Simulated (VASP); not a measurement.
# Pd (Fm-3m) in VASP: single point with PBEsol+D4

Aim: the single point of Pd with PBEsol+D4.

Everything below comes from runs of VASP 6.6.1. Logs are shortened: lines on timing, memory, paths and dates and some standing lists are left out, and cuts for length are marked.

**1. The cell of the first run**

The structure is cubic, space group Fm-3m (No. 225). The conventional cell has a = 3.856 Å, b = 3.856 Å, c = 3.856 Å, α = 90.00°, β = 90.00°, γ = 90.00°. Within 3.6 Å of Pd (site symmetry m-3m) lie 12 Pd at 2.73 Å.

**2. Single point, PBEsol+D4**

The input, INCAR:

```
PREC = Accurate
ENCUT = 500
EDIFF = 1E-6
ISMEAR = 0
SIGMA = 0.1
LREAL = F
LASPH = T
NELM = 120
ALGO = Normal
ISIF = 2
LWAVE = F
LCHARG = F
GGA = PS
IVDW = 13
NBANDS = 11
GGA_COMPAT = F
```

The input, KPOINTS:

```
regular mesh
0
Gamma
  18 18 18
```

The input, POSCAR:

```
Pd
1.0
    0.0000000000      1.9282490068      1.9282490068
    1.9282490068      0.0000000000      1.9282490068
    1.9282490068      1.9282490068      0.0000000000
Pd
1
Direct
    0.0000000000      0.0000000000      0.0000000000
```

Potentials or basis: VASP PAW PBE potentials, release 64 (Pd).

The run is started by

```
$ cat potpaw_PBE.64/Pd/POTCAR > POTCAR
$ mpirun -np 1 vasp_std > vasp.out
```

OUTCAR:

```text
PREC = Accurate
   ENCUT = 500
   EDIFF = 1E-6
   ISMEAR = 0
   LREAL = F
   LASPH = T
   NELM = 120
   ISIF = 2
   GGA = PS
   IVDW = 13

 ion  position               nearest neighbor table
   1  0.000  0.000  0.000-

  LATTYP: Found a face centered cubic cell.
 ALAT       =     3.8564980136

  Lattice vectors:

 A1 = (   0.0000000000,   1.9282490068,   1.9282490068)
 A2 = (   1.9282490068,   0.0000000000,   1.9282490068)
 A3 = (   1.9282490068,   1.9282490068,   0.0000000000)

Analysis of symmetry for initial positions (statically):
=====================================================================
 Subroutine PRICEL returns:
 Original cell was already a primitive cell.

 Routine SETGRP: Setting up the symmetry group for a
 face centered cubic supercell.

 Subroutine GETGRP returns: Found 48 space group operations
 (whereof 48 operations were pure point group operations)
 out of a pool of 48 trial point group operations.

The static configuration has the point symmetry O_h .

Analysis of symmetry for dynamics (positions and initial velocities):
=====================================================================
 Subroutine PRICEL returns:
 Original cell was already a primitive cell.

 Routine SETGRP: Setting up the symmetry group for a
 face centered cubic supercell.

 Subroutine GETGRP returns: Found 48 space group operations
 (whereof 48 operations were pure point group operations)
 out of a pool of 48 trial point group operations.

The dynamic configuration has the point symmetry O_h .

 Subroutine INISYM returns: Found 48 space group operations
 (whereof 48 operations are pure point group operations),
 and found     1 'primitive' translations

----------------------------------------------------------------------------------------

                                     Primitive cell

  volume of cell :      14.3390

  direct lattice vectors                    reciprocal lattice vectors
     0.000000000  1.928249007  1.928249007    -0.259302610  0.259302610  0.259302610
     1.928249007  0.000000000  1.928249007     0.259302610 -0.259302610  0.259302610
     1.928249007  1.928249007  0.000000000     0.259302610  0.259302610 -0.259302610

  length of vectors
     2.726955897  2.726955897  2.726955897     0.449125295  0.449125295  0.449125295

  position of ions in fractional coordinates (direct lattice)
     0.000000000  0.000000000  0.000000000

  ion indices of the primitive-cell ions
   primitive index   ion index
                 1           1

[... 81 lines left out ...]
   PSTRESS=    0.0 pullay stress
   NELECT =      10.0000    total number of electrons
   NUPDOWN=      -1.0000    fix difference up-down
   EMIN   =  10.00;   EMAX   =-10.00  energy-range for DOS
   EFERMI =   0.00;   METHOD = LEGACY
   ISMEAR =     0;   SIGMA  =   0.10  broadening in eV -4-tet -1-fermi 0-gaus
   EFERMI_NEDOS =   21; number of points for ismear=-14 and -15
   IALGO  =     38    algorithm
   IMIX   =      4    mixing-type and parameters
     AMIX     =   0.40;   BMIX     =  1.00
     AMIX_MAG =   1.60;   BMIX_MAG =  1.00
  volume/ion in A,a.u.               =      14.34        96.76
  Fermi-wavevector in a.u.,A,eV,Ry     =   1.451783  2.743472 28.676645  2.107674
  Thomas-Fermi vector in A             =   2.569240
   LORBIT       =      0    0 simple, 1 ext, 2 COOP (PROOUT), +10 PAW based schemes
   GGA     = PS    functional components
   LHFCALC =     F    Hartree Fock is set to
   AEXX    =    0.0000 exact exchange contribution
   IVDW    =    13    specifies the selected vdW correction
   LEPSILON=     F    determine dielectric tensor
   LRPA    =     F    only Hartree local field effects (RPA)
 non-spin polarized calculation
 Gauss-broadening in eV      SIGMA  =   0.10
  energy-cutoff  :      500.00
  volume of cell :       14.34
 maximum number of plane-waves:       375
   NGX =  9   NGY =  9   NGZ =  9

 number of electron      10.0000004 magnetization

 Free energy of the ion-electron system (eV)
  ---------------------------------------------------
  ext. energy  EPLUGINS =         0.00000000
  ---------------------------------------------------
  free energy    TOTEN  =        -5.96780457 eV

  energy without entropy =       -5.95654032  energy(sigma->0) =       -5.96217245

 E-fermi :  10.1109     XC(G=0): -13.5567

 val. band max:       10.1101082416   @ k =  -0.4444   0.3889   0.1111
 cond. band min:      10.1124092599   @ k =   0.5000   0.1111   0.0000
 fundamental gap:      0.0023010183
 Fermi energy:        10.1108532938

 k-point     1 :       0.0000    0.0000    0.0000
  band No.  band energies     occupation
      1       2.6433      2.00000
      2       7.1200      2.00000
      3       7.1200      2.00000
      4       7.1200      2.00000
      5       8.8301      2.00000
      6       8.8301      2.00000
      7      27.2420      0.00000
      8      32.1753      0.00000
      9      32.1753      0.00000
     10      32.1753      0.00000
     11      36.1043      0.00000
[... 309 lines left out ...]
 k-point    24 :      -0.2222    0.0556    0.0000
  band No.  band energies     occupation
      1       4.3976      2.00000
      2       6.8719      2.00000
      3       7.4605      2.00000
      4       7.4983      2.00000
      5       8.6962      2.00000
      6       9.2496      2.00000
      7      25.2041      0.00000
      8      28.3877      0.00000
      9      32.5764      0.00000
     10      34.8775      0.00000
     11      35.3356      0.00000

 [... further k-points ...]

------------------------ aborting loop because EDIFF is reached ----------------------------------------

  DFT-D4 for vdW energy calculation

  Edisp (eV):   -0.29396

  FORCE on cell =-STRESS in cart. coord.  units (eV):
  Direction    XX          YY          ZZ          XY          YZ          ZX
  --------------------------------------------------------------------------------------
  -------------------------------------------------------------------------------------
  Total      -0.02457    -0.02457    -0.02457     0.00000     0.00000     0.00000
  in kB      -2.74583    -2.74583    -2.74583     0.00000     0.00000     0.00000
  external pressure =       -2.75 kB  Pullay stress =        0.00 kB

 VOLUME and BASIS-vectors are now :
 -----------------------------------------------------------------------------
  energy-cutoff  :      500.00
  volume of cell :       14.34
      direct lattice vectors                 reciprocal lattice vectors
     0.000000000  1.928249007  1.928249007    -0.259302610  0.259302610  0.259302610
     1.928249007  0.000000000  1.928249007     0.259302610 -0.259302610  0.259302610
     1.928249007  1.928249007  0.000000000     0.259302610  0.259302610 -0.259302610

 POSITION                                       TOTAL-FORCE (eV/Angst)
 -----------------------------------------------------------------------------------
      0.00000      0.00000      0.00000         0.000000      0.000000      0.000000
 -----------------------------------------------------------------------------------
    total drift:                               -0.000000     -0.000000     -0.000000

  FREE ENERGIE OF THE ION-ELECTRON SYSTEM (eV)
  ---------------------------------------------------
  free  energy   TOTEN  =        -6.2617612355 eV

  energy  without entropy=       -6.2504969802  energy(sigma->0) =       -6.25612911
```

OSZICAR:

```text
N       E                     dE             d eps       ncg     rms          rms(c)
DAV:   1     0.408742555836E+02    0.40874E+02   -0.50722E+03  4306   0.833E+02
DAV:   2    -0.581620169305E+01   -0.46690E+02   -0.45289E+02  4835   0.181E+02
DAV:   3    -0.635529311373E+01   -0.53909E+00   -0.53642E+00  5144   0.207E+01
DAV:   4    -0.635768863431E+01   -0.23955E-02   -0.23952E-02  5172   0.144E+00
DAV:   5    -0.635771390781E+01   -0.25273E-04   -0.25273E-04  5672   0.133E-01    0.901E+00
DAV:   6    -0.598574368692E+01    0.37197E+00   -0.14817E+00  5277   0.995E+00    0.405E+00
DAV:   7    -0.597282187552E+01    0.12922E-01   -0.45111E-02  5706   0.135E+00    0.206E+00
DAV:   8    -0.596786280524E+01    0.49591E-02   -0.23151E-03  5386   0.479E-01    0.132E-01
DAV:   9    -0.596779962337E+01    0.63182E-04   -0.28358E-04  5613   0.144E-01    0.159E-02
DAV:  10    -0.596780523672E+01   -0.56133E-05   -0.39345E-06  5369   0.171E-02    0.123E-02
DAV:  11    -0.596780457440E+01    0.66233E-06   -0.62030E-08  3663   0.254E-03
   1 F= -.62617612E+01 E0= -.62561291E+01  d E =-.112643E-01
```

stdout:

```text
POSCAR found type information on POSCAR Pd
 POSCAR found :  1 types and       1 ions
 scaLAPACK will be used
 -----------------------------------------------------------------------------
|                                                                             |
|                                                                             |
|     You enforced a specific xc type in the INCAR file but a different       |
|     I HOPE YOU KNOW WHAT YOU ARE DOING!                                     |
|                                                                             |
 -----------------------------------------------------------------------------

 LDA part: xc-table for (Slater+PW92), standard interpolation
 POSCAR, INCAR and KPOINTS ok, starting setup
 FFT: planning ... GRIDC
 FFT: planning ... GRID_SOFT
 FFT: planning ... GRID
 WAVECAR not read
 entering main loop
```

It took 26 s on 1 thread of AMD EPYC 7R43 (Zen 3), shared host; peak memory 0.11 GiB.

What came out:

```yaml
Free_energy: -6.2618 eV
Pressure: -0.3 GPa
Band_gap_on_the_k_mesh: zero (bands 5 and 6 overlap by 1.66 eV)
Dispersion_energy_per_atom: -0.294 eV
```

Caveat: the PAW data sets were made with another functional, which shifts forces and pressure a little.
